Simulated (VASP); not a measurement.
A run of VASP 6.6.1:

INCAR

```
SYSTEM = LaBi
PREC = Accurate ; ENCUT = 600
EDIFF = 1E-6 ; ISMEAR = -1
SIGMA = 0.08 ; LREAL = .False.
LASPH = .True. ; NELM = 60
ALGO = Normal ; ISIF = 3
LWAVE = .False. ; LCHARG = .False.
GGA = PS ; IBRION = 2
NSW = 60 ; EDIFFG = -0.005
```

The input KPOINTS:

```
Automatic mesh
0
Gamma
  11 11 11
  0 0 0
```

File POSCAR:

```
LaBi
1.0
    0.0000000000      3.1072325060      3.1072325060
    3.1072325060      0.0000000000      3.1072325060
    3.1072325060      3.1072325060      0.0000000000
La Bi
1 1
Direct
    0.0000000000      0.0000000000      0.0000000000
    0.5000000000      0.5000000000      0.5000000000
```

Potentials or basis: VASP PAW PBE potentials, release 64 (La, Bi_d).

Launch:

```bash
$ cat potpaw_PBE.64/La/POTCAR potpaw_PBE.64/Bi_d/POTCAR > POTCAR
$ mpirun -np 1 vasp_std > vasp.out
```

Hardware: 1 thread of Intel Xeon 8259CL, on a shared host.

How long does it take, and how much memory?

Run time: 7.9 min on 1 thread of Intel Xeon 8259CL, on a shared host, peak memory 0.28 GiB. Counts: scf iterations 47, k points 56, ion steps 4.
